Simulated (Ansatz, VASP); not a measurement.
Two plane-wave programs on Sn2Ge

File INCAR:

```
  ALGO = Fast
  EDIFF = 1E-6
  ENCUT = 520
  GGA = PE
  ISIF = 2
  ISMEAR = 0
  LASPH = True
  LCHARG = False
  LREAL = False
  LWAVE = False
  NBANDS = 51
  NELM = 60
  PREC = Accurate
  SIGMA = 0.1
```

Contents of KPOINTS:

```
k-points
0
Gamma
  6 6 6
```

The input POSCAR:

```
Sn2Ge
1.0
   -2.0715135200      2.0715135200      8.7886875400
    2.0715135200     -2.0715135200      8.7886875400
    2.0715135200      2.0715135200     -8.7886875400
Sn Ge
4 2
Direct
    0.6666666700      0.6666666700      0.0000000000
    0.3333333300      0.3333333300      0.0000000000
    0.0833333300      0.5833333300      0.5000000000
    0.4166666700      0.9166666700      0.5000000000
    0.0000000000      0.0000000000      0.0000000000
    0.7500000000      0.2500000000      0.5000000000
```

Input for Ansatz:

```yaml
crystal:
  lattice:
    - [-2.07151352, 2.07151352, 8.78868754]
    - [2.07151352, -2.07151352, 8.78868754]
    - [2.07151352, 2.07151352, -8.78868754]
  atoms:
    - { symbol: Sn, position: [0.66666667, 0.66666667, 0.0] }
    - { symbol: Sn, position: [0.33333333, 0.33333333, 0.0] }
    - { symbol: Sn, position: [0.08333333, 0.58333333, 0.5] }
    - { symbol: Sn, position: [0.41666667, 0.91666667, 0.5] }
    - { symbol: Ge, position: [0.0, 0.0, 0.0] }
    - { symbol: Ge, position: [0.75, 0.25, 0.5] }
basis:
  ecutwfc: 420
kpoints:
  mp_grid: { grid: [6, 6, 6] }
hamiltonian:
  xc: pbe
scf:
  occupations: { method: gaussian, width: 0.1 }
  lower_state_search: "off"
output:
  forces: true
  stress: true
  eigenvalues: true
```

Alike in both runs: task single point; functional PBE; k mesh 6 × 6 × 6; occupations gaussian, width 0.1 eV; no spin polarisation.

|  | VASP | Ansatz |
| --- | --- | --- |
| version | VASP 6.6.1 | Ansatz 0.2.0 |
| potentials or method | VASP PAW PBE potentials, release 64 (Sn_d, Ge_d), cutoff 520 eV | scalar-relativistic, plane waves, PAW |
| valence electrons in the cell | 84 | 84 |

VASP gave:

```
gap on the k mesh at the Fermi level (eV)                     : none
pressure (GPa)                                                : 19.6
traceless stress, the component that is largest in VASP (GPa) : -0.47
rms of the force components (eV/Å)                            : 0.910
```

Q: What did Ansatz give for the same quantities?

A: gap on the k mesh at the Fermi level (eV): none; pressure (GPa): 19.7; traceless stress, the component that is largest in VASP (GPa): -0.47; rms of the force components (eV/Å): 0.910.

Atom by atom the forces differ by 0.000 eV/Å (rms over components). A gap of «none» marks a metal or a gap that the smearing closes.
